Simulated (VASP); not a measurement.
# NaCl (I4/mmm) in VASP: notebook

The runs below take NaCl through single point, with r2SCAN.

All numbers are computed with VASP 6.6.1; they aren't measurements. Logs are shortened: lines on timing, memory, paths and dates and some standing lists are left out, and cuts for length are marked.

### Step 1. The cell of the first run

Symmetry: I4/mmm, No. 139, tetragonal system. Conventional cell: a = 3.684 Å, b = 3.684 Å, c = 5.890 Å, α = 90.00°, β = 90.00°, γ = 90.00°. Na (site symmetry 4/mmm) has 6 Cl at 2.61 to 2.95 Å within 3.4 Å. Within 3.4 Å of Cl (site symmetry 4/mmm) lie 6 Na at 2.61 to 2.95 Å.

### Step 2. Single point, r2SCAN (strain -0.080 along x and y, +0.040 along z)

The input, POSCAR:

```
NaCl
1.0
    0.0000000000      2.6052100000      2.9450200000
    2.6052100000      0.0000000000      2.9450200000
    2.6052100000      2.6052100000      0.0000000000
Na Cl
1 1
Direct
    0.0000000000      0.0000000000      0.0000000000
    0.5000000000      0.5000000000      0.5000000000
```

The input, INCAR.step1:

```
PREC     = Accurate       # precision mode
ENCUT    = 520            # plane-wave cutoff, eV
ISMEAR   = 0              # smearing method
SIGMA    = 0.05           # smearing width, eV
LREAL    = F              # projectors in reciprocal space
LASPH    = T              # aspherical terms in the spheres
NELM     = 60             # most SCF steps
NBANDS   = 14             # bands
GGA      = PE             # functional
ALGO     = Normal         # electronic algorithm
EDIFF    = 1E-4           # SCF threshold, eV
LWAVE    = T              # write WAVECAR
LCHARG   = F              # write CHGCAR
```

The input, INCAR.step2:

```
PREC     = Accurate       # precision mode
ENCUT    = 520            # plane-wave cutoff, eV
EDIFF    = 1E-6           # SCF threshold, eV
ISMEAR   = 0              # smearing method
SIGMA    = 0.05           # smearing width, eV
LREAL    = F              # projectors in reciprocal space
LASPH    = T              # aspherical terms in the spheres
NELM     = 60             # most SCF steps
ALGO     = Normal         # electronic algorithm
ISIF     = 2              # what is computed and relaxed
LWAVE    = F              # write WAVECAR
LCHARG   = F              # write CHGCAR
METAGGA  = R2SCAN         # meta-GGA
LMIXTAU  = T            
NBANDS   = 14             # bands
ISTART   = 1
```

The input, KPOINTS:

```
Automatic mesh
0
Gamma
  8 8 8
```

Potentials or basis: VASP PAW PBE potentials, release 64 (Na_pv, Cl).

Command:

```sh
$ cat potpaw_PBE.64/Na_pv/POTCAR potpaw_PBE.64/Cl/POTCAR > POTCAR
$ cp INCAR.step1 INCAR
$ mpirun -np 1 vasp_std > vasp.out
$ cp INCAR.step2 INCAR
$ mpirun -np 1 vasp_std > vasp.out
```

OUTCAR:

```text
PREC = Accurate
   ENCUT = 520
   EDIFF = 1E-6
   ISMEAR = 0
   LREAL = F
   LASPH = T
   NELM = 60
   ISIF = 2
   METAGGA = R2SCAN
   ISTART = 1

 ion  position               nearest neighbor table
   1  0.000  0.000  0.000-   2 2.61   2 2.61   2 2.61   2 2.61
   2  0.500  0.500  0.500-   1 2.61   1 2.61   1 2.61   1 2.61

  LATTYP: Found a body centered tetragonal cell.
 ALAT       =     3.6843233148
 C/A-ratio  =     1.5986762009

  Lattice vectors:

 A1 = (  -2.6052100000,   0.0000000000,   2.9450200000)
 A2 = (   2.6052100000,   0.0000000000,   2.9450200000)
 A3 = (   0.0000000000,   2.6052100000,  -2.9450200000)

Analysis of symmetry for initial positions (statically):
=====================================================================
 Subroutine PRICEL returns:
 Original cell was already a primitive cell.

 Routine SETGRP: Setting up the symmetry group for a
 body centered tetragonal supercell.

 Subroutine GETGRP returns: Found 16 space group operations
 (whereof 16 operations were pure point group operations)
 out of a pool of 16 trial point group operations.

The static configuration has the point symmetry D_4h.

Analysis of symmetry for dynamics (positions and initial velocities):
=====================================================================
 Subroutine PRICEL returns:
 Original cell was already a primitive cell.

 Routine SETGRP: Setting up the symmetry group for a
 body centered tetragonal supercell.

 Subroutine GETGRP returns: Found 16 space group operations
 (whereof 16 operations were pure point group operations)
 out of a pool of 16 trial point group operations.

The dynamic configuration has the point symmetry D_4h.

 Subroutine INISYM returns: Found 16 space group operations
 (whereof 16 operations are pure point group operations),
 and found     1 'primitive' translations

----------------------------------------------------------------------------------------

                                     Primitive cell

  volume of cell :      39.9764

  direct lattice vectors                    reciprocal lattice vectors
     0.000000000  2.605210000  2.945020000    -0.191923108  0.191923108  0.169778134
     2.605210000  0.000000000  2.945020000     0.191923108 -0.191923108  0.169778134
     2.605210000  2.605210000  0.000000000     0.191923108  0.191923108 -0.169778134

  length of vectors
     3.931953960  3.931953960  3.684323315     0.320146175  0.320146175  0.320146175

  position of ions in fractional coordinates (direct lattice)
[... 85 lines left out ...]
   ISIF   =      2    stress and relaxation
   ISYM   =      2    0-nonsym 1-usesym 2-fastsym
   POTIM  = 0.5000    time-step for ionic-motion
   TEBEG  =    0.0;   TEEND  =   0.0 temperature during run
   PSTRESS=    0.0 pullay stress
   NELECT =      14.0000    total number of electrons
   NUPDOWN=      -1.0000    fix difference up-down
   EMIN   =  10.00;   EMAX   =-10.00  energy-range for DOS
   EFERMI =   0.00;   METHOD = LEGACY
   ISMEAR =     0;   SIGMA  =   0.05  broadening in eV -4-tet -1-fermi 0-gaus
   EFERMI_NEDOS =   21; number of points for ismear=-14 and -15
   IALGO  =     38    algorithm
   IMIX   =      4    mixing-type and parameters
     AMIX     =   0.40;   BMIX     =  1.00
     AMIX_MAG =   1.60;   BMIX_MAG =  1.00
  volume/ion in A,a.u.               =      19.99       134.89
  Fermi-wavevector in a.u.,A,eV,Ry     =   1.153939  2.180629 18.117188  1.331576
  Thomas-Fermi vector in A             =   2.290579
   LORBIT       =      0    0 simple, 1 ext, 2 COOP (PROOUT), +10 PAW based schemes
   METAGGA = R2SCAN    functional components
   LHFCALC =     F    Hartree Fock is set to
   AEXX    =    0.0000 exact exchange contribution
   IVDW    =     0    specifies the selected vdW correction
   LEPSILON=     F    determine dielectric tensor
   LRPA    =     F    only Hartree local field effects (RPA)
 non-spin polarized calculation
 Gauss-broadening in eV      SIGMA  =   0.05
  energy-cutoff  :      520.00
  volume of cell :       39.98
 maximum number of plane-waves:      1098
 NGX is ok and might be reduce to    30
   NGX = 15   NGY = 15   NGZ = 13

 number of electron      13.9999995 magnetization

 Free energy of the ion-electron system (eV)
  ---------------------------------------------------
  ext. energy  EPLUGINS =         0.00000000
  ---------------------------------------------------
  free energy    TOTEN  =       -13.66946622 eV

  energy without entropy =      -13.66946622  energy(sigma->0) =      -13.66946622

 E-fermi :  -0.1435     XC(G=0):  -9.1705

 val. band max:       -0.4544910299   @ k =   0.0000   0.0000   0.0000
 cond. band min:       5.9477916977   @ k =   0.0000   0.0000   0.0000
 fundamental gap:      6.4022827275
 Fermi energy:        -0.1434688946

 k-point     1 :       0.0000    0.0000    0.0000
  band No.  band energies     occupation
      1     -21.7616      2.00000
      2     -21.7516      2.00000
      3     -21.7515      2.00000
      4     -13.9850      2.00000
      5      -0.4592      2.00000
      6      -0.4545      2.00000
      7      -0.4545      2.00000
      8       5.9478      0.00000
      9      10.8027      0.00000
     10      11.8199      0.00000
     11      11.8204      0.00000
     12      13.0596      0.00000
     13      14.6062      0.00000
     14      15.7804      0.00000
[... 377 lines left out ...]
      1     -21.7961      2.00000
      2     -21.7659      2.00000
      3     -21.7542      2.00000
      4     -13.5726      2.00000
      5      -2.2898      2.00000
      6      -0.8843      2.00000
      7      -0.8417      2.00000
      8       8.0449      0.00000
      9      10.3436      0.00000
     10      11.6247      0.00000
     11      12.1036      0.00000
     12      14.5266      0.00000
     13      15.7877      0.00000
     14      17.9961      0.00000

 [... further k-points ...]
[... 5 lines left out ...]
  --------------------------------------------------------------------------------------
  -------------------------------------------------------------------------------------
  Total        1.7905724      1.7905724     -0.2670450      0.0000000     -0.0000000      0.0000000
  in kB       71.7626981     71.7626981    -10.7026489      0.0000000     -0.0000000      0.0000000
  external PRESSURE =      44.2742491 kB  Pullay stress =       0.0000000 kB

 VOLUME and BASIS-vectors are now :
 -----------------------------------------------------------------------------
  energy-cutoff  :      520.00
  volume of cell :       39.98
      direct lattice vectors                 reciprocal lattice vectors
     0.000000000  2.605210000  2.945020000    -0.191923108  0.191923108  0.169778134
     2.605210000  0.000000000  2.945020000     0.191923108 -0.191923108  0.169778134
     2.605210000  2.605210000  0.000000000     0.191923108  0.191923108 -0.169778134

 POSITION                                       TOTAL-FORCE (eV/Angst)
 -----------------------------------------------------------------------------------
      0.00000      0.00000      0.00000        -0.000000      0.000000      0.000000
      2.60521      2.60521      2.94502         0.000000     -0.000000      0.000000
 -----------------------------------------------------------------------------------
    total drift:                               -0.000000      0.000000      0.000000

  FREE ENERGIE OF THE ION-ELECTRON SYSTEM (eV)
  ---------------------------------------------------
  free  energy   TOTEN  =       -13.6694662238 eV

  energy  without entropy=      -13.6694662238  energy(sigma->0) =      -13.66946622
```

OUTCAR.step1:

```text
PREC = Accurate
   ENCUT = 520
   ISMEAR = 0
   LREAL = F
   LASPH = T
[... 630 lines left out ...]
 -----------------------------------------------------------------------------------
      0.00000      0.00000      0.00000         0.000000      0.000000     -0.000000
      2.60521      2.60521      2.94502        -0.000000     -0.000000      0.000000
 -----------------------------------------------------------------------------------
    total drift:                               -0.000000      0.000000      0.000000

  FREE ENERGIE OF THE ION-ELECTRON SYSTEM (eV)
  ---------------------------------------------------
  free  energy   TOTEN  =        -6.6093463855 eV

  energy  without entropy=       -6.6093463855  energy(sigma->0) =       -6.60934639
```

OSZICAR.step1:

```text
N       E                     dE             d eps       ncg     rms          rms(c)
DAV:   1     0.101717528789E+03    0.10172E+03   -0.71736E+03  1652   0.105E+03
DAV:   2     0.101092662409E+01   -0.10071E+03   -0.92010E+02  1800   0.276E+02
DAV:   3    -0.668243593189E+01   -0.76934E+01   -0.76454E+01  2198   0.712E+01
DAV:   4    -0.680350226449E+01   -0.12107E+00   -0.12102E+00  1898   0.955E+00
DAV:   5    -0.680597186005E+01   -0.24696E-02   -0.24693E-02  2160   0.140E+00    0.227E+00
DAV:   6    -0.661821671618E+01    0.18776E+00   -0.29127E-01  2108   0.342E+00    0.171E+00
DAV:   7    -0.660438289351E+01    0.13834E-01   -0.85841E-02  2280   0.182E+00    0.116E+00
DAV:   8    -0.660938262271E+01   -0.49997E-02   -0.91086E-03  1820   0.865E-01    0.304E-01
DAV:   9    -0.660924789337E+01    0.13473E-03   -0.23868E-04  2132   0.134E-01    0.135E-01
DAV:  10    -0.660934638549E+01   -0.98492E-04   -0.21110E-04  1880   0.136E-01
   1 F= -.66093464E+01 E0= -.66093464E+01  d E =-.119112E-11
```

Run time: 3.2 min. Hardware: 1 thread of AMD EPYC 7R13 (Zen 3), shared host; peak memory 0.14 GiB.

What came out:

| Property | Result |
| --- | --- |
| Free energy | -13.6695 eV |
| Pressure | 4.4 GPa |
| Band gap on the k mesh | 6.40 eV, direct |

Caveat: the cell differs from its parent crystal (strain -0.080 along x and y, +0.040 along z); the PAW data sets were made with another functional, which shifts forces and pressure a little.

### Step 3. Single point, r2SCAN (strain -0.080 along x and y, +0.080 along z)

The input, POSCAR:

```
NaCl
1.0
    0.0000000000      2.6052100000      3.0582900000
    2.6052100000      0.0000000000      3.0582900000
    2.6052100000      2.6052100000      0.0000000000
Na Cl
1 1
Direct
    0.0000000000      0.0000000000      0.0000000000
    0.5000000000      0.5000000000      0.5000000000
```

The input, INCAR.step1:

```
SYSTEM = NaCl
ALGO = Normal
EDIFF = 1E-4
ENCUT = 520
GGA = PE
ISMEAR = 0
LASPH = .True.
LCHARG = .False.
LREAL = .False.
LWAVE = .True.
NBANDS = 14
NELM = 60
PREC = Accurate
SIGMA = 0.05
```

The input, INCAR.step2:

```
SYSTEM = NaCl
ALGO = Normal
EDIFF = 1E-7
ENCUT = 520
ISIF = 2
ISMEAR = 0
ISTART = 1
LASPH = .True.
LCHARG = .False.
LMIXTAU = .True.
LREAL = .False.
LWAVE = .False.
METAGGA = R2SCAN
NBANDS = 14
NELM = 60
PREC = Accurate
SIGMA = 0.05
```

The input, KPOINTS:

```
k-points
0
Gamma
  8 8 8
  0 0 0
```

Potentials or basis: VASP PAW PBE potentials, release 64 (Na_pv, Cl).

Command:

```sh
$ cat potpaw_PBE.64/Na_pv/POTCAR potpaw_PBE.64/Cl/POTCAR > POTCAR
$ cp INCAR.step1 INCAR
$ mpirun -np 1 vasp_std > vasp.out
$ cp INCAR.step2 INCAR
$ mpirun -np 1 vasp_std > vasp.out
```

It took 3.5 min on 1 thread of AMD EPYC 7R13 (Zen 3), shared host; peak memory 0.14 GiB.

The run converged. Its results:

```
Free energy            : -13.6539 eV
Pressure               : 3.7 GPa
Band gap on the k mesh : 6.21 eV, direct
```

Stress tensor (GPa, compression positive):
```
 6.60  0.00  0.00
 0.00  6.60  0.00
 0.00  0.00 -2.14
```

Levels at points of the mesh, in eV from the valence-band top:
| k point | band 5 | band 6 | band 7 | band 8 | band 9 | band 10 |
| --- | --- | --- | --- | --- | --- | --- |
| (0.00, 0.00, 0.00) | -0.02 | 0.00 | 0.00 | 6.21 | 11.10 | 12.40 |
| (0.50, 0.00, 0.00) | -2.20 | -0.48 | -0.20 | 8.01 | 11.44 | 12.12 |
| (0.50, 0.50, 0.00) | -1.96 | -0.42 | -0.42 | 8.99 | 9.00 | 11.75 |
| (0.50, 0.00, 0.50) | -1.85 | -1.06 | -0.54 | 8.45 | 8.74 | 13.25 |

Caveat: the cell differs from its parent crystal (strain -0.080 along x and y, +0.080 along z); the PAW data sets were made with another functional, which shifts forces and pressure a little.

### Step 4. Single point, r2SCAN (strain +0.000 along x and y, -0.080 along z)

The input, POSCAR:

```
NaCl
1.0
    0.0000000000      2.8317500000      2.6052100000
    2.8317500000      0.0000000000      2.6052100000
    2.8317500000      2.8317500000      0.0000000000
Na Cl
1 1
Direct
    0.0000000000      0.0000000000      0.0000000000
    0.5000000000      0.5000000000      0.5000000000
```

The input, INCAR.step1:

```
PREC     = Accurate       # precision mode
ENCUT    = 520            # plane-wave cutoff, eV
ISMEAR   = 0              # smearing method
SIGMA    = 0.05           # smearing width, eV
LREAL    = False          # projectors in reciprocal space
LASPH    = True           # aspherical terms in the spheres
NELM     = 60             # most SCF steps
NBANDS   = 14             # bands
GGA      = PE             # functional
ALGO     = Normal         # electronic algorithm
EDIFF    = 1E-4           # SCF threshold, eV
LWAVE    = True           # write WAVECAR
LCHARG   = False          # write CHGCAR
```

The input, INCAR.step2:

```
PREC     = Accurate       # precision mode
ENCUT    = 520            # plane-wave cutoff, eV
EDIFF    = 1E-7           # SCF threshold, eV
ISMEAR   = 0              # smearing method
SIGMA    = 0.05           # smearing width, eV
LREAL    = False          # projectors in reciprocal space
LASPH    = True           # aspherical terms in the spheres
NELM     = 60             # most SCF steps
ALGO     = Normal         # electronic algorithm
ISIF     = 2              # what is computed and relaxed
LWAVE    = False          # write WAVECAR
LCHARG   = True           # write CHGCAR
METAGGA  = R2SCAN         # meta-GGA
LMIXTAU  = True         
LELF     = True           # ELF
LVHAR    = True         
NBANDS   = 14             # bands
ISTART   = 1
```

The input, KPOINTS:

```
regular mesh
0
Gamma
  8 8 8
```

Command:

```sh
$ cat potpaw_PBE.64/Na_pv/POTCAR potpaw_PBE.64/Cl/POTCAR > POTCAR
$ cp INCAR.step1 INCAR
$ mpirun -np 1 vasp_std > vasp.out
$ cp INCAR.step2 INCAR
$ mpirun -np 1 vasp_std > vasp.out
```

Run time: 3.4 min. Hardware: 1 thread of AMD EPYC 7R13 (Zen 3), shared host; peak memory 0.15 GiB.

Results (log left out):

```yaml
Free_energy: -13.7398 eV
Pressure: 2.1 GPa
Band_gap_on_the_k_mesh: 6.20 eV, direct
```

Stress tensor (GPa, compression positive):
```
0.09 0.00 0.00
0.00 0.09 0.00
0.00 0.00 6.27
```

Levels at points of the mesh, in eV from the valence-band top:
| k point | band 3 | band 4 | band 5 | band 6 | band 7 | band 8 | band 9 | band 10 | band 11 | band 12 |
| --- | --- | --- | --- | --- | --- | --- | --- | --- | --- | --- |
| (0.00, 0.00, 0.00) | -21.40 | -13.42 | -0.06 | 0.00 | 0.00 | 6.20 | 11.62 | 11.62 | 12.28 | 13.60 |
| (0.50, 0.00, 0.00) | -21.40 | -12.99 | -2.17 | -0.40 | -0.29 | 8.04 | 11.48 | 12.16 | 12.49 | 16.48 |
| (0.50, 0.50, 0.00) | -21.42 | -12.90 | -1.82 | -0.83 | -0.83 | 8.30 | 8.64 | 13.27 | 16.22 | 16.22 |
| (0.50, 0.00, 0.50) | -21.41 | -12.98 | -1.93 | -0.75 | -0.50 | 8.68 | 8.68 | 12.45 | 16.09 | 16.14 |

Caveat: the cell differs from its parent crystal (strain +0.000 along x and y, -0.080 along z); the PAW data sets were made with another functional, which shifts forces and pressure a little.

### Step 5. Single point, r2SCAN (strain +0.000 along x and y, -0.040 along z)

The input, POSCAR:

```
NaCl
1.0
    0.0000000000      2.8317500000      2.7184800000
    2.8317500000      0.0000000000      2.7184800000
    2.8317500000      2.8317500000      0.0000000000
Na Cl
1 1
Direct
    0.0000000000      0.0000000000      0.0000000000
    0.5000000000      0.5000000000      0.5000000000
```

The input, INCAR.step1:

```
SYSTEM = NaCl
PREC = Accurate ; ENCUT = 520
ISMEAR = 0 ; SIGMA = 0.05
LREAL = .FALSE. ; LASPH = .TRUE.
NELM = 100 ; NBANDS = 14
GGA = PE ; ALGO = Normal
EDIFF = 1E-4 ; LWAVE = .TRUE.
LCHARG = .FALSE.
```

The input, INCAR.step2:

```
SYSTEM = NaCl
PREC = Accurate ; ENCUT = 520
EDIFF = 1E-6 ; ISMEAR = 0
SIGMA = 0.05 ; LREAL = .FALSE.
LASPH = .TRUE. ; NELM = 100
ALGO = Normal ; ISIF = 2
LWAVE = .FALSE. ; LCHARG = .FALSE.
METAGGA = R2SCAN ; LMIXTAU = .TRUE.
NBANDS = 14 ; ISTART = 1
```

The input, KPOINTS:

```
Automatic mesh
0
G
  8 8 8
  0 0 0
```

Command:

```sh
$ cat potpaw_PBE.64/Na_pv/POTCAR potpaw_PBE.64/Cl/POTCAR > POTCAR
$ cp INCAR.step1 INCAR
$ mpirun -np 1 vasp_std > vasp.out
$ cp INCAR.step2 INCAR
$ mpirun -np 1 vasp_std > vasp.out
```

Run time: 3.1 min. Hardware: 1 thread of AMD EPYC 7R13 (Zen 3), shared host; peak memory 0.15 GiB.

The run converged. Its results:

```
Free energy            : -13.7824 eV
Pressure               : 0.2 GPa
Band gap on the k mesh : 6.03 eV, direct
```

Stress tensor (GPa, compression positive):
```
-0.52  0.00  0.00
 0.00 -0.52  0.00
 0.00  0.00  1.62
```

Levels at points of the mesh, in eV from the valence-band top:
```csv
k point,band 3,band 4,band 5,band 6,band 7,band 8,band 9,band 10,band 11,band 12
"(0.00, 0.00, 0.00)",-21.47,-13.30,-0.03,0.00,0.00,6.03,11.68,11.68,11.99,13.81
"(0.50, 0.00, 0.00)",-21.47,-12.93,-2.02,-0.33,-0.28,7.98,11.61,11.84,12.07,16.18
"(0.50, 0.50, 0.00)",-21.49,-12.85,-1.74,-0.71,-0.71,8.47,8.51,12.68,15.99,15.99
"(0.50, 0.00, 0.50)",-21.48,-12.89,-1.78,-0.68,-0.55,8.53,8.64,12.28,15.97,16.09
```

Caveat: the cell differs from its parent crystal (strain +0.000 along x and y, -0.040 along z); the PAW data sets were made with another functional, which shifts forces and pressure a little.

(Part 1 of 2 ends here.)
